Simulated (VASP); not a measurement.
# MnS (F-43m) in VASP: settings compared

MnS is run at these levels: PBEsol, PBEsol+D3(BJ); tasks: relaxation of cell and atoms, single point.

Everything below comes from runs of VASP 6.6.1. Logs are shortened: lines on timing, memory, paths and dates and some standing lists are left out, and cuts for length are marked.

**1. The cell of the first run**

Symmetry: F-43m, No. 216, cubic system. The conventional cell has a = 4.947 Å, b = 4.947 Å, c = 4.947 Å, α = 90.00°, β = 90.00°, γ = 90.00°. Within 2.8 Å of Mn (site symmetry -43m) lie 4 S at 2.14 Å. Within 2.8 Å of S (site symmetry -43m) lie 4 Mn at 2.14 Å.

**2. Relaxation of cell and atoms, PBEsol, collinear spin, ferromagnetic start**

File INCAR:

```
SYSTEM = MnS
ALGO = Normal
EDIFF = 1E-7
EDIFFG = -0.01
ENCUT = 600
GGA = PS
IBRION = 2
ISIF = 3
ISMEAR = -1
ISPIN = 2
LASPH = .True.
LCHARG = .False.
LMAXMIX = 4
LORBIT = 11
LREAL = .False.
LWAVE = .False.
MAGMOM = 4 0
NELM = 150
NSW = 60
PREC = Accurate
SIGMA = 0.05
```

File KPOINTS:

```
k-points
0
Gamma
  9 9 9
  0 0 0
```

File POSCAR:

```
MnS
1.0
    0.0000000000      2.4734634191      2.4734634191
    2.4734634191      0.0000000000      2.4734634191
    2.4734634191      2.4734634191      0.0000000000
Mn S
1 1
Direct
    0.0000000000      0.0000000000      0.0000000000
    0.7500000000      0.7500000000      0.7500000000
```

Potentials or basis: VASP PAW PBE potentials, release 64 (Mn_pv, S).

Command:

```bash
cat potpaw_PBE.64/Mn_pv/POTCAR potpaw_PBE.64/S/POTCAR > POTCAR
mpirun -np 1 vasp_std > vasp.out
```

OUTCAR:

```text
SYSTEM = MnS
   EDIFF = 1E-7
   EDIFFG = -0.01
   ENCUT = 600
   GGA = PS
   IBRION = 2
   ISIF = 3
   ISMEAR = -1
   ISPIN = 2
   LASPH = .True.
   LORBIT = 11
   LREAL = .False.
   NELM = 150
   NSW = 60
   PREC = Accurate

 ion  position               nearest neighbor table
   1  0.000  0.000  0.000-   2 2.14   2 2.14   2 2.14   2 2.14
   2  0.750  0.750  0.750-   1 2.14   1 2.14   1 2.14   1 2.14

  LATTYP: Found a face centered cubic cell.
 ALAT       =     4.9469268382

  Lattice vectors:

 A1 = (   0.0000000000,   2.4734634191,   2.4734634191)
 A2 = (   2.4734634191,   0.0000000000,   2.4734634191)
 A3 = (   2.4734634191,   2.4734634191,   0.0000000000)

Analysis of symmetry for initial positions (statically):
=====================================================================
 Subroutine PRICEL returns:
 Original cell was already a primitive cell.

 Routine SETGRP: Setting up the symmetry group for a
 face centered cubic supercell.

 Subroutine GETGRP returns: Found 24 space group operations
 (whereof 24 operations were pure point group operations)
 out of a pool of 48 trial point group operations.

The static configuration has the point symmetry T_d .

Analysis of symmetry for dynamics (positions and initial velocities):
=====================================================================
 Subroutine PRICEL returns:
 Original cell was already a primitive cell.

 Routine SETGRP: Setting up the symmetry group for a
 face centered cubic supercell.

 Subroutine GETGRP returns: Found 24 space group operations
 (whereof 24 operations were pure point group operations)
 out of a pool of 48 trial point group operations.

The dynamic configuration has the point symmetry T_d .

Analysis of structural, dynamic, and magnetic symmetry:
=====================================================================
 Subroutine PRICEL returns:
 Original cell was already a primitive cell.

 Routine SETGRP: Setting up the symmetry group for a
 face centered cubic supercell.

 Subroutine GETGRP returns: Found 24 space group operations
 (whereof 24 operations were pure point group operations)
 out of a pool of 48 trial point group operations.

The overall configuration has the point symmetry T_d .

 Subroutine INISYM returns: Found 24 space group operations
 (whereof 24 operations are pure point group operations),
 and found     1 'primitive' translations

----------------------------------------------------------------------------------------

                                     Primitive cell

  volume of cell :      30.2654

  direct lattice vectors                    reciprocal lattice vectors
     0.000000000  2.473463419  2.473463419    -0.202145702  0.202145702  0.202145702
     2.473463419  0.000000000  2.473463419     0.202145702 -0.202145702  0.202145702
     2.473463419  2.473463419  0.000000000     0.202145702  0.202145702 -0.202145702

  length of vectors
     3.498005513  3.498005513  3.498005513     0.350126627  0.350126627  0.350126627

  position of ions in fractional coordinates (direct lattice)
     0.000000000  0.000000000  0.000000000
     0.750000000  0.750000000  0.750000000

  ion indices of the primitive-cell ions
   primitive index   ion index
                 1           1
                 2           2

----------------------------------------------------------------------------------------

 KPOINTS: k-points

Automatic generation of k-mesh.
 Grid dimensions read from file:
 generate k-points for:    9    9    9

 Generating k-lattice:

  Cartesian coordinates                     Fractional coordinates (reciprocal lattice)
    -0.022460634  0.022460634  0.022460634     0.111111111  0.000000000  0.000000000
     0.022460634 -0.022460634  0.022460634     0.000000000  0.111111111  0.000000000
     0.022460634  0.022460634 -0.022460634     0.000000000  0.000000000  0.111111111

  Length of vectors
     0.038902959  0.038902959  0.038902959

  Shift w.r.t. Gamma in fractional coordinates (k-lattice)
     0.000000000  0.000000000  0.000000000

 Subroutine IBZKPT returns following result:
 ===========================================

 Found     35 irreducible k-points:

 Following reciprocal coordinates:
            Coordinates               Weight
  0.000000  0.000000  0.000000      1.000000
  0.111111  0.000000  0.000000      8.000000
  0.222222  0.000000  0.000000      8.000000
  0.333333  0.000000  0.000000      8.000000
  0.444444  0.000000  0.000000      8.000000
  0.111111  0.111111  0.000000      6.000000
[... 16 lines left out ...]
 -0.333333  0.333333  0.000000     12.000000
  0.444444  0.444444  0.000000      6.000000
 [... further k-points ...]
   k-points           NKPTS =     35   k-points in BZ     NKDIM =     35   number of bands    NBANDS=     15
   number of dos      NEDOS =    301   number of ions     NIONS =      2
   total plane-waves  NPLWV =  21952
   dimension x,y,z NGX =    28 NGY =   28 NGZ =   28
   dimension x,y,z NGXF=    56 NGYF=   56 NGZF=   56
   ions per type =               1   1
   NGX,Y,Z   is equivalent  to a cutoff of  13.31, 13.31, 13.31 a.u.
   NGXF,Y,Z  is equivalent  to a cutoff of  26.61, 26.61, 26.61 a.u.
 SYSTEM =  MnS
   PREC   = accura    normal or accurate (medium, high low for compatibility)
   ISTART =      0    job   : 0-new  1-cont  2-samecut
   ICHARG =      2    charge: 1-file 2-atom 10-const
   ISPIN  =      2    spin polarized calculation?
   LNONCOLLINEAR =      F non collinear calculations
   LSORBIT =      F    spin-orbit coupling
   LASPH  =      T    aspherical Exc in radial PAW
   ENCUT  =  600.0 eV  44.10 Ry    6.64 a.u.   6.99  6.99  6.99*2*pi/ulx,y,z
   NELM   =    150;   NELMIN=  2; NELMDL= -5     # of ELM steps
   EDIFF  = 0.1E-06   stopping-criterion for ELM
   LREAL  =      F    real-space projection
   EDIFFG = -.1E-01   stopping-criterion for IOM
   NSW    =     60    number of steps for IOM
   IBRION =      2    ionic relax: 0-MD 1-quasi-New 2-CG
   NFREE  =      1    steps in history (QN), initial steepest desc. (CG)
   ISIF   =      3    stress and relaxation
   ISYM   =      2    0-nonsym 1-usesym 2-fastsym
   POTIM  = 0.5000    time-step for ionic-motion
   TEBEG  =    0.0;   TEEND  =   0.0 temperature during run
   PSTRESS=    0.0 pullay stress
   NELECT =      19.0000    total number of electrons
   NUPDOWN=      -1.0000    fix difference up-down
   EMIN   =  10.00;   EMAX   =-10.00  energy-range for DOS
   EFERMI =   0.00;   METHOD = LEGACY
   ISMEAR =    -1;   SIGMA  =   0.05  broadening in eV -4-tet -1-fermi 0-gaus
   EFERMI_NEDOS =   21; number of points for ismear=-14 and -15
   IALGO  =     38    algorithm
   IMIX   =      4    mixing-type and parameters
     AMIX     =   0.40;   BMIX     =  1.00
     AMIX_MAG =   1.60;   BMIX_MAG =  1.00
  volume/ion in A,a.u.               =      15.13       102.12
  Fermi-wavevector in a.u.,A,eV,Ry     =   1.401771  2.648964 26.734947  1.964963
  Thomas-Fermi vector in A             =   2.524600
   LORBIT       =     11    0 simple, 1 ext, 2 COOP (PROOUT), +10 PAW based schemes
   GGA     = PS    functional components
   LHFCALC =     F    Hartree Fock is set to
   AEXX    =    0.0000 exact exchange contribution
   IVDW    =     0    specifies the selected vdW correction
   LEPSILON=     F    determine dielectric tensor
   LRPA    =     F    only Hartree local field effects (RPA)
 conjugate gradient relaxation of ions
 spin polarized calculation
  energy-cutoff  :      600.00
  volume of cell :       30.27
 maximum number of plane-waves:      1022
   NGX = 13   NGY = 13   NGZ = 13

--------------------------------------- Ionic step        1  -------------------------------------------

 number of electron      18.9999987 magnetization       0.2325292

 Free energy of the ion-electron system (eV)
  ---------------------------------------------------
  ext. energy  EPLUGINS =         0.00000000
  ---------------------------------------------------
  free energy    TOTEN  =       -14.77445462 eV

  energy without entropy =      -14.75434304  energy(sigma->0) =      -14.76439883

------------------------ aborting loop because EDIFF is reached ----------------------------------------

  FORCE on cell =-STRESS in cart. coord.  units (eV):
  Direction    XX          YY          ZZ          XY          YZ          ZX
  --------------------------------------------------------------------------------------
  -------------------------------------------------------------------------------------
  Total       -0.5254599     -0.5254599     -0.5254599     -0.0000000     -0.0000000     -0.0000000
  in kB      -27.8165775    -27.8165775    -27.8165775     -0.0000000     -0.0000000     -0.0000000
  external PRESSURE =     -27.8165775 kB  Pullay stress =       0.0000000 kB
[... 57 lines left out ...]
  energy  without entropy=      -14.7548526369  energy(sigma->0) =      -14.76476375

--------------------------------------- Ionic step        3  -------------------------------------------

 number of electron      18.9999990 magnetization       0.2078783

 Free energy of the ion-electron system (eV)
  ---------------------------------------------------
  ext. energy  EPLUGINS =         0.00000000
  ---------------------------------------------------
  free energy    TOTEN  =       -14.77962711 eV

  energy without entropy =      -14.75969152  energy(sigma->0) =      -14.76965931

 E-fermi :   7.5216     XC(G=0): -11.5239

 val. band max:        7.5159371539   @ k =  -0.3333   0.3333   0.0000
 cond. band min:       7.5282860157   @ k =  -0.3333   0.1111   0.0000
 fundamental gap:      0.0123488618
 Fermi energy:         7.5216135981

 spin component 1

 k-point     1 :       0.0000    0.0000    0.0000
  band No.  band energies     occupation
      1     -40.1295      1.00000
      2     -40.1295      1.00000
      3     -40.1295      1.00000
      4      -7.8560      1.00000
      5       2.7366      1.00000
      6       2.7366      1.00000
      7       2.7366      1.00000
      8       6.6415      1.00000
      9       6.6415      1.00000
     10      11.3036      0.00000
     11      11.3036      0.00000
     12      11.3036      0.00000
     13      11.3327      0.00000
     14      15.4750      0.00000
     15      15.4750      0.00000
[... 399 lines left out ...]
      1     -40.1572      1.00000
      2     -40.1400      1.00000
      3     -40.1400      1.00000
      4      -6.1213      1.00000
      5       0.7345      1.00000
      6       3.4101      1.00000
      7       3.4101      1.00000
      8       5.6381      1.00000
      9       7.3015      0.98790
     10       7.4705      0.73551
     11       7.8137      0.00289
     12       7.8137      0.00289
     13      13.0419      0.00000
     14      14.4026      0.00000
     15      20.8328      0.00000

 [... further k-points ...]

 spin component 2

 k-point     1 :       0.0000    0.0000    0.0000
  band No.  band energies     occupation
      1     -39.9323      1.00000
      2     -39.9323      1.00000
      3     -39.9323      1.00000
      4      -7.8466      1.00000
      5       2.7881      1.00000
      6       2.7881      1.00000
      7       2.7881      1.00000
      8       6.8670      1.00000
      9       6.8671      1.00000
     10      11.3558      0.00000
     11      11.3828      0.00000
     12      11.3828      0.00000
     13      11.3828      0.00000
     14      15.5231      0.00000
     15      15.5231      0.00000
[... 443 lines left out ...]
  FREE ENERGIE OF THE ION-ELECTRON SYSTEM (eV)
  ---------------------------------------------------
  free  energy   TOTEN  =       -14.7796271089 eV

  energy  without entropy=      -14.7596915207  energy(sigma->0) =      -14.76965931

 reached required accuracy - stopping structural energy minimisation

 total charge

# of ion       s       p       d       tot
------------------------------------------
    1        0.364   6.327   5.394  12.085
    2        1.316   2.410   0.000   3.726
--------------------------------------------------
tot          1.680   8.737   5.394  15.812

 magnetization (x)

# of ion       s       p       d       tot
------------------------------------------
    1        0.007   0.003   0.191   0.201
    2       -0.001  -0.004   0.000  -0.005
--------------------------------------------------
tot          0.006  -0.001   0.191   0.196
```

It took 77 s on 1 thread of Intel Xeon Platinum 8559C (Emerald Rapids), shared host; peak memory 0.19 GiB.

What came out:

- Free energy: -14.7796 eV
- Relaxed volume: 14.84 Å³/atom
- Relaxed cell: a = 3.475 Å, b = 3.475 Å, c = 3.475 Å, α = 60.00°, β = 60.00°, γ = 60.00°
- Space group after relaxing (to 0.1 Å): F-43m (No. 216)
- Energy gained by relaxing: 2.6 meV/atom
- Ionic steps: 3
- Pressure after relaxing: 0.0 GPa
- Net moment: 0.21 μB per cell
- Site moments: Mn +0.20; S -0.01 μB
- Valence electrons inside the program's atomic spheres: Mn 12.09; S 3.73

The path:
```csv
step,energy change (eV),largest force (eV/Å),pressure (GPa),volume (Å³)
1,0.0000,0.0000,-2.78,30.27
2,-0.0002,0.0000,2.94,29.13
3,-0.0052,0.0000,0.00,29.68
```

Final structure:
```xyz
2
Lattice="0.0000 2.4575 2.4575 2.4575 0.0000 2.4575 2.4575 2.4575 0.0000" Properties=species:S:1:pos:R:3 pbc="T T T"
Mn    0.0000    0.0000    0.0000
S     3.6862    3.6862    3.6862
```

Levels at points of the mesh, in eV from the Fermi level:
Spin up:
| k point | band 8 | band 9 | band 10 | band 11 | band 12 | band 13 |
| --- | --- | --- | --- | --- | --- | --- |
| (0.00, 0.00, 0.00) | -0.88 | -0.88 | 3.78 | 3.78 | 3.78 | 3.81 |
Spin down:
```tsv
k point	band 7	band 8	band 9	band 10	band 11	band 12
(0.00, 0.00, 0.00)	-4.73	-0.65	-0.65	3.83	3.86	3.86
```

Caveat: the PAW data sets were made with another functional, which shifts forces and pressure a little; semilocal functionals often make such compounds metallic where correlation or magnetic order opens a gap, which also shifts bond lengths.

**3. Single point, PBEsol+D3(BJ), collinear spin, ferromagnetic start**

File INCAR:

```
PREC     = Accurate       # precision mode
ENCUT    = 520            # plane-wave cutoff, eV
EDIFF    = 1E-6           # SCF threshold, eV
ISMEAR   = 1              # smearing method
SIGMA    = 0.1            # smearing width, eV
LREAL    = False          # projectors in reciprocal space
LASPH    = True           # aspherical terms in the spheres
NELM     = 150            # most SCF steps
ALGO     = Normal         # electronic algorithm
ISIF     = 2              # what is computed and relaxed
LWAVE    = False          # write WAVECAR
LCHARG   = True           # write CHGCAR
ISPIN    = 2              # spin polarisation
MAGMOM   = 1.64 0         # initial moments
LORBIT   = 11             # projections on sites
LMAXMIX  = 4              # l up to which the mixer works
GGA      = PS             # functional
IVDW     = 12             # dispersion correction
LELF     = True           # ELF
LVHAR    = True         
NBANDS   = 20             # bands
```

File KPOINTS:

```
Automatic mesh
0
Gamma
  9 9 9
```

POSCAR is that of step 2.

Potentials or basis: VASP PAW PBE potentials, release 64 (Mn_pv, S).

Command:

```bash
cat potpaw_PBE.64/Mn_pv/POTCAR potpaw_PBE.64/S/POTCAR > POTCAR
mpirun -np 1 vasp_std > vasp.out
```

Run time: 84 s. Hardware: 1 thread of Intel Xeon 8259CL, shared host; peak memory 0.2 GiB.

The run converged. Its results:

| Item | Value |
| --- | --- |
| Free energy | -15.5962 eV |
| Pressure | -7.3 GPa |
| Net moment | 0.26 μB per cell |
| Site moments | Mn +0.25; S -0.01 μB |
| Valence electrons inside the program's atomic spheres | Mn 12.04; S 3.72 |
| Dispersion energy per atom | -0.416 eV |

Levels at points of the mesh, in eV from the Fermi level:
Spin up:
| k point | band 6 | band 7 | band 8 | band 9 | band 10 | band 11 | band 12 | band 13 | band 14 | band 15 |
| --- | --- | --- | --- | --- | --- | --- | --- | --- | --- | --- |
| (0.00, 0.00, 0.00) | -4.73 | -4.73 | -0.89 | -0.89 | 3.66 | 3.66 | 3.66 | 3.69 | 7.87 | 7.87 |
Spin down:
| k point | band 6 | band 7 | band 8 | band 9 | band 10 | band 11 | band 12 | band 13 |
| --- | --- | --- | --- | --- | --- | --- | --- | --- |
| (0.00, 0.00, 0.00) | -4.66 | -4.66 | -0.60 | -0.60 | 3.71 | 3.75 | 3.75 | 3.75 |

Caveat: the cell stands under tension; the PAW data sets were made with another functional, which shifts forces and pressure a little; semilocal functionals often make such compounds metallic where correlation or magnetic order opens a gap, which also shifts bond lengths. With open d or f shells a metallic result of PBEsol can be an artefact of self-interaction; +U or a hybrid may open a gap.

(Part 1 of 2 ends here.)
